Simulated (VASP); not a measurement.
# MgO (P6_3mc) in VASP: a series of runs

Runs on MgO. Level: PBE. Tasks: single point.

All numbers are computed with VASP 6.6.1; they aren't measurements. Logs are shortened: lines on timing, memory, paths and dates and some standing lists are left out, and cuts for length are marked.

### 1 The cell of the first run

Symmetry: P6_3mc, No. 186, hexagonal system. The conventional cell has a = 3.335 Å, b = 3.335 Å, c = 11.075 Å, α = 90.00°, β = 90.00°, γ = 120.00°. Mg (site symmetry 3m) has 4 O at 2.04 to 2.10 Å within 2.7 Å. Mg (site symmetry 3m) has 4 O at 2.03 to 2.12 Å within 2.7 Å. O (site symmetry 3m) has 4 Mg at 2.03 to 2.10 Å within 2.7 Å. O (site symmetry 3m) has 4 Mg at 2.04 to 2.12 Å within 2.7 Å.

### 2 Single point, PBE

Input file INCAR:

```
SYSTEM = MgO
PREC = Accurate
ENCUT = 520
EDIFF = 1E-6
ISMEAR = 0
SIGMA = 0.05
LREAL = .FALSE.
LASPH = .TRUE.
NELM = 100
ALGO = Normal
ISIF = 2
LWAVE = .FALSE.
LCHARG = .FALSE.
GGA = PE
NBANDS = 26
```

Input file KPOINTS:

```
Automatic mesh
0
G
  9 9 2
  0 0 0
```

Input file POSCAR:

```
MgO
1.0
    3.3352000000      0.0000000000      0.0000000000
   -1.6676000000      2.8883679267      0.0000000000
    0.0000000000      0.0000000000     11.0746000000
Mg O
4 4
Direct
    0.3333333333      0.6666666667      0.9694906392
    0.0000000000      0.0000000000      0.2208211786
    0.0000000000      0.0000000000      0.7208211786
    0.6666666667      0.3333333333      0.4694906392
    0.3333333333      0.6666666667      0.7800420079
    0.0000000000      0.0000000000      0.5296443544
    0.0000000000      0.0000000000      0.0296443544
    0.6666666667      0.3333333333      0.2800420079
```

Potentials or basis: VASP PAW PBE potentials, release 64 (Mg, O).

Started as:

```
> cat potpaw_PBE.64/Mg/POTCAR potpaw_PBE.64/O/POTCAR > POTCAR
> mpirun -np 1 vasp_std > vasp.out
```

OUTCAR:

```text
SYSTEM = MgO
   PREC = Accurate
   ENCUT = 520
   EDIFF = 1E-6
   ISMEAR = 0
   LREAL = .FALSE.
   LASPH = .TRUE.
   NELM = 100
   ISIF = 2
   GGA = PE

 ion  position               nearest neighbor table
   1  0.333  0.667  0.969-   7 2.04   7 2.04   7 2.04   5 2.10   3 3.36   3 3.36   3 3.36   2 3.38
                             2 3.38   2 3.38
   2  0.000  0.000  0.221-   8 2.03   8 2.03   8 2.03   7 2.12   4 3.36   4 3.36   4 3.36   1 3.38
                             1 3.38   1 3.38
   3  0.000  0.000  0.721-   5 2.03   5 2.03   5 2.03   6 2.12   1 3.36   1 3.36   1 3.36   4 3.38
                             4 3.38   4 3.38
   4  0.667  0.333  0.469-   6 2.04   6 2.04   6 2.04   8 2.10   2 3.36   2 3.36   2 3.36   3 3.38
                             3 3.38   3 3.38
   5  0.333  0.667  0.780-   3 2.03   3 2.03   3 2.03   1 2.10
   6  0.000  0.000  0.530-   4 2.04   4 2.04   4 2.04   3 2.12
   7  0.000  0.000  0.030-   1 2.04   1 2.04   1 2.04   2 2.12
   8  0.667  0.333  0.280-   2 2.03   2 2.03   2 2.03   4 2.10

  LATTYP: Found a hexagonal cell.
 ALAT       =     3.3352000000
 C/A-ratio  =     3.3205205085

  Lattice vectors:

 A1 = (   3.3352000000,   0.0000000000,   0.0000000000)
 A2 = (  -1.6676000000,   2.8883679267,   0.0000000000)
 A3 = (   0.0000000000,   0.0000000000,  11.0746000000)

Analysis of symmetry for initial positions (statically):
=====================================================================
 Subroutine PRICEL returns:
 Original cell was already a primitive cell.

 Routine SETGRP: Setting up the symmetry group for a
 hexagonal supercell.

 Subroutine GETGRP returns: Found 12 space group operations
 (whereof  6 operations were pure point group operations)
 out of a pool of 24 trial point group operations.

The static configuration has the point symmetry C_3v.
 The point group associated with its full space group is C_6v.

Analysis of symmetry for dynamics (positions and initial velocities):
=====================================================================
 Subroutine PRICEL returns:
 Original cell was already a primitive cell.

 Routine SETGRP: Setting up the symmetry group for a
 hexagonal supercell.

 Subroutine GETGRP returns: Found 12 space group operations
 (whereof  6 operations were pure point group operations)
 out of a pool of 24 trial point group operations.

The dynamic configuration has the point symmetry C_3v.
 The point group associated with its full space group is C_6v.

 Subroutine INISYM returns: Found 12 space group operations
 (whereof  6 operations are pure point group operations),
 and found     1 'primitive' translations

----------------------------------------------------------------------------------------

                                     Primitive cell

  volume of cell :     106.6848

  direct lattice vectors                    reciprocal lattice vectors
     3.335200000  0.000000000  0.000000000     0.299832094  0.173108140  0.000000000
    -1.667600000  2.888367927  0.000000000     0.000000000  0.346216280  0.000000000
     0.000000000  0.000000000 11.074600000     0.000000000  0.000000000  0.090296715

  length of vectors
     3.335200000  3.335200000 11.074600000     0.346216280  0.346216280  0.090296715

  position of ions in fractional coordinates (direct lattice)
     0.333333333  0.666666667  0.969490639
     0.000000000  0.000000000  0.220821179
     0.000000000  0.000000000  0.720821179
     0.666666667  0.333333333  0.469490639
     0.333333333  0.666666667  0.780042008
     0.000000000  0.000000000  0.529644354
     0.000000000  0.000000000  0.029644354
     0.666666667  0.333333333  0.280042008

  ion indices of the primitive-cell ions
   primitive index   ion index
                 1           1
                 2           2
                 3           3
                 4           4
                 5           5
                 6           6
                 7           7
                 8           8

----------------------------------------------------------------------------------------

 KPOINTS: Automatic mesh

Automatic generation of k-mesh.
 Grid dimensions read from file:
 generate k-points for:    9    9    2

 Generating k-lattice:

  Cartesian coordinates                     Fractional coordinates (reciprocal lattice)
     0.033314677  0.019234238  0.000000000     0.111111111  0.000000000  0.000000000
     0.000000000  0.038468476  0.000000000     0.000000000  0.111111111  0.000000000
     0.000000000  0.000000000  0.045148358     0.000000000  0.000000000  0.500000000

  Length of vectors
     0.038468476  0.038468476  0.045148358

  Shift w.r.t. Gamma in fractional coordinates (k-lattice)
     0.000000000  0.000000000  0.000000000

 Subroutine IBZKPT returns following result:
 ===========================================

 Found     24 irreducible k-points:

 Following reciprocal coordinates:
            Coordinates               Weight
  0.000000  0.000000  0.000000      1.000000
  0.111111  0.000000  0.000000      6.000000
  0.222222  0.000000  0.000000      6.000000
  0.333333  0.000000  0.000000      6.000000
  0.444444  0.000000  0.000000      6.000000
  0.111111  0.111111  0.000000      6.000000
[... 16 lines left out ...]
  0.333333  0.222222  0.500000     12.000000
  0.333333  0.333333  0.500000      2.000000
   k-points           NKPTS =     24   k-points in BZ     NKDIM =     24   number of bands    NBANDS=     26
   number of dos      NEDOS =    301   number of ions     NIONS =      8
   total plane-waves  NPLWV =  65856
   dimension x,y,z NGX =    28 NGY =   28 NGZ =   84
   dimension x,y,z NGXF=    56 NGYF=   56 NGZF=  168
   ions per type =               4   4
   NGX,Y,Z   is equivalent  to a cutoff of  13.96, 13.96, 12.61 a.u.
   NGXF,Y,Z  is equivalent  to a cutoff of  27.91, 27.91, 25.22 a.u.
 SYSTEM =  MgO
   PREC   = accura    normal or accurate (medium, high low for compatibility)
   ISTART =      0    job   : 0-new  1-cont  2-samecut
   ICHARG =      2    charge: 1-file 2-atom 10-const
   ISPIN  =      1    spin polarized calculation?
   LNONCOLLINEAR =      F non collinear calculations
   LSORBIT =      F    spin-orbit coupling
   LASPH  =      T    aspherical Exc in radial PAW
   ENCUT  =  520.0 eV  38.22 Ry    6.18 a.u.   6.20  6.20 20.59*2*pi/ulx,y,z
   NELM   =    100;   NELMIN=  2; NELMDL= -5     # of ELM steps
   EDIFF  = 0.1E-05   stopping-criterion for ELM
   LREAL  =      F    real-space projection
   EDIFFG = 0.1E-04   stopping-criterion for IOM
   NSW    =      0    number of steps for IOM
   IBRION =     -1    ionic relax: 0-MD 1-quasi-New 2-CG
   NFREE  =      0    steps in history (QN), initial steepest desc. (CG)
   ISIF   =      2    stress and relaxation
   ISYM   =      2    0-nonsym 1-usesym 2-fastsym
   POTIM  = 0.5000    time-step for ionic-motion
   TEBEG  =    0.0;   TEEND  =   0.0 temperature during run
   PSTRESS=    0.0 pullay stress
   NELECT =      32.0000    total number of electrons
   NUPDOWN=      -1.0000    fix difference up-down
   EMIN   =  10.00;   EMAX   =-10.00  energy-range for DOS
   EFERMI =   0.00;   METHOD = LEGACY
   ISMEAR =     0;   SIGMA  =   0.05  broadening in eV -4-tet -1-fermi 0-gaus
   EFERMI_NEDOS =   21; number of points for ismear=-14 and -15
   IALGO  =     38    algorithm
   IMIX   =      4    mixing-type and parameters
     AMIX     =   0.40;   BMIX     =  1.00
     AMIX_MAG =   1.60;   BMIX_MAG =  1.00
  volume/ion in A,a.u.               =      13.34        89.99
  Fermi-wavevector in a.u.,A,eV,Ry     =   1.095866  2.070886 16.339531  1.200922
  Thomas-Fermi vector in A             =   2.232197
   LORBIT       =      0    0 simple, 1 ext, 2 COOP (PROOUT), +10 PAW based schemes
   GGA     = PE    functional components
   LHFCALC =     F    Hartree Fock is set to
   AEXX    =    0.0000 exact exchange contribution
   IVDW    =     0    specifies the selected vdW correction
   LEPSILON=     F    determine dielectric tensor
   LRPA    =     F    only Hartree local field effects (RPA)
 non-spin polarized calculation
 Gauss-broadening in eV      SIGMA  =   0.05
  energy-cutoff  :      520.00
  volume of cell :      106.68
 maximum number of plane-waves:      2898
 NGX is ok and might be reduce to    28
   NGX = 13   NGY = 13   NGZ = 41

 number of electron      31.9999994 magnetization

 Free energy of the ion-electron system (eV)
  ---------------------------------------------------
  ext. energy  EPLUGINS =         0.00000000
  ---------------------------------------------------
  free energy    TOTEN  =       -46.62606603 eV

  energy without entropy =      -46.62606603  energy(sigma->0) =      -46.62606603

 E-fermi :   0.4636     XC(G=0):  -9.2318

 val. band max:        0.2354953322   @ k =   0.0000   0.0000   0.0000
 cond. band min:       3.2919161365   @ k =   0.0000   0.0000   0.0000
 fundamental gap:      3.0564208043
 Fermi energy:         0.4636282838

 k-point     1 :       0.0000    0.0000    0.0000
  band No.  band energies     occupation
      1     -15.3720      2.00000
      2     -15.1408      2.00000
      3     -15.1189      2.00000
      4     -14.8714      2.00000
      5      -2.5476      2.00000
      6      -1.4954      2.00000
[... 18 lines left out ...]
     25      14.2954      0.00000
     26      14.9379      0.00000

 k-point     2 :       0.1111    0.0000    0.0000
  band No.  band energies     occupation
      1     -15.3198      2.00000
      2     -15.1006      2.00000
      3     -15.0789      2.00000
      4     -14.8455      2.00000
      5      -2.4263      2.00000
      6      -1.5145      2.00000
[... 18 lines left out ...]
     25      13.8318      0.00000
     26      14.1442      0.00000

 k-point     3 :       0.2222    0.0000    0.0000
  band No.  band energies     occupation
      1     -15.1813      2.00000
      2     -14.9967      2.00000
      3     -14.9759      2.00000
      4     -14.7827      2.00000
      5      -2.0875      2.00000
      6      -1.6837      2.00000
[... 18 lines left out ...]
     25      12.8930      0.00000
     26      13.0346      0.00000

 k-point     4 :       0.3333    0.0000    0.0000
  band No.  band energies     occupation
      1     -15.0065      2.00000
      2     -14.8748      2.00000
      3     -14.8551      2.00000
      4     -14.7211      2.00000
      5      -2.0875      2.00000
      6      -1.9657      2.00000
[... 18 lines left out ...]
     25      12.2483      0.00000
     26      12.7638      0.00000

 k-point     5 :       0.4444    0.0000    0.0000
  band No.  band energies     occupation
      1     -14.8699      2.00000
      2     -14.7936      2.00000
      3     -14.7740      2.00000
      4     -14.6982      2.00000
      5      -2.4137      2.00000
      6      -2.2147      2.00000
[... 18 lines left out ...]
     25      12.4094      0.00000
     26      12.6771      0.00000

 k-point     6 :       0.1111    0.1111    0.0000
  band No.  band energies     occupation
      1     -15.2244      2.00000
      2     -15.0284      2.00000
      3     -15.0073      2.00000
      4     -14.8011      2.00000
      5      -2.1953      2.00000
      6      -1.6014      2.00000
[... 427 lines left out ...]
 k-point    21 :       0.4444    0.1111    0.5000
  band No.  band energies     occupation
      1     -14.8102      2.00000
      2     -14.8102      2.00000
      3     -14.7156      2.00000
      4     -14.7156      2.00000
      5      -2.2505      2.00000
      6      -2.2505      2.00000
[... 18 lines left out ...]
     25      12.4901      0.00000
     26      12.4901      0.00000

 k-point    22 :       0.2222    0.2222    0.5000
  band No.  band energies     occupation
      1     -14.8903      2.00000
      2     -14.8903      2.00000
      3     -14.7324      2.00000
      4     -14.7324      2.00000
      5      -1.8911      2.00000
      6      -1.8911      2.00000
[... 18 lines left out ...]
     25      12.2192      0.00000
     26      12.2192      0.00000

 k-point    23 :       0.3333    0.2222    0.5000
  band No.  band energies     occupation
      1     -14.7889      2.00000
      2     -14.7889      2.00000
      3     -14.7106      2.00000
      4     -14.7106      2.00000
      5      -2.0070      2.00000
      6      -2.0070      2.00000
[... 18 lines left out ...]
     25      12.1961      0.00000
     26      12.1974      0.00000

 k-point    24 :       0.3333    0.3333    0.5000
  band No.  band energies     occupation
      1     -14.7371      2.00000
      2     -14.7371      2.00000
      3     -14.7201      2.00000
      4     -14.7201      2.00000
      5      -1.7978      2.00000
      6      -1.7978      2.00000
[... 18 lines left out ...]
     25      12.0207      0.00000
     26      12.0352      0.00000

------------------------ aborting loop because EDIFF is reached ----------------------------------------

  FORCE on cell =-STRESS in cart. coord.  units (eV):
  Direction    XX          YY          ZZ          XY          YZ          ZX
  --------------------------------------------------------------------------------------
  -------------------------------------------------------------------------------------
  Total       -4.3971537     -4.3971537     -7.9373740      0.0000000      0.0000000      0.0000000
  in kB      -66.0358523    -66.0358523   -119.2023955      0.0000000      0.0000000      0.0000000
  external PRESSURE =     -83.7580334 kB  Pullay stress =       0.0000000 kB

 VOLUME and BASIS-vectors are now :
 -----------------------------------------------------------------------------
  energy-cutoff  :      520.00
  volume of cell :      106.68
      direct lattice vectors                 reciprocal lattice vectors
     3.335200000  0.000000000  0.000000000     0.299832094  0.173108140  0.000000000
    -1.667600000  2.888367927  0.000000000     0.000000000  0.346216280  0.000000000
     0.000000000  0.000000000 11.074600000     0.000000000  0.000000000  0.090296715

 POSITION                                       TOTAL-FORCE (eV/Angst)
 -----------------------------------------------------------------------------------
     -0.00000      1.92558     10.73672        -0.000000      0.000000     -0.156758
      0.00000      0.00000      2.44551        -0.000000      0.000000     -0.159259
      0.00000      0.00000      7.98281         0.000000     -0.000000     -0.159259
      1.66760      0.96279      5.19942        -0.000000     -0.000000     -0.156758
     -0.00000      1.92558      8.63865         0.000000     -0.000000      0.177627
      0.00000      0.00000      5.86560        -0.000000     -0.000000      0.138390
      0.00000      0.00000      0.32830        -0.000000      0.000000      0.138390
      1.66760      0.96279      3.10135        -0.000000      0.000000      0.177627
 -----------------------------------------------------------------------------------
    total drift:                               -0.000000     -0.000000     -0.004152

  FREE ENERGIE OF THE ION-ELECTRON SYSTEM (eV)
  ---------------------------------------------------
  free  energy   TOTEN  =       -46.6260660296 eV

  energy  without entropy=      -46.6260660296  energy(sigma->0) =      -46.62606603
```

It took 44 s on 1 thread of Intel Xeon 6975P-C (Granite Rapids), shared host; peak memory 0.26 GiB.

Results:

| Item | Value |
| --- | --- |
| Free energy | -46.6261 eV |
| Pressure | -8.4 GPa |
| Largest force | 0.178 eV/Å |
| Band gap on the k mesh | 3.06 eV, direct |

Forces on the atoms (eV/Å):
```
Mg   0.000  0.000 -0.157
Mg   0.000  0.000 -0.159
Mg   0.000  0.000 -0.159
Mg   0.000  0.000 -0.157
O    0.000  0.000  0.178
O    0.000  0.000  0.138
O    0.000  0.000  0.138
O    0.000  0.000  0.178
```

Levels at points of the mesh, in eV from the valence-band top:
```
           k point  band 13  band 14  band 15  band 16  band 17  band 18  band 19  band 20
(0.00, 0.00, 0.00)    -0.08    -0.01    -0.01     0.00     3.06     5.29     5.38     8.00
(0.00, 0.00, 0.50)    -0.03    -0.03    -0.03    -0.03     3.85     3.85     6.86     6.86
```

PBE gaps usually lie below the measured ones, often by a third to a half.

(Continued in part 2 of 2.)
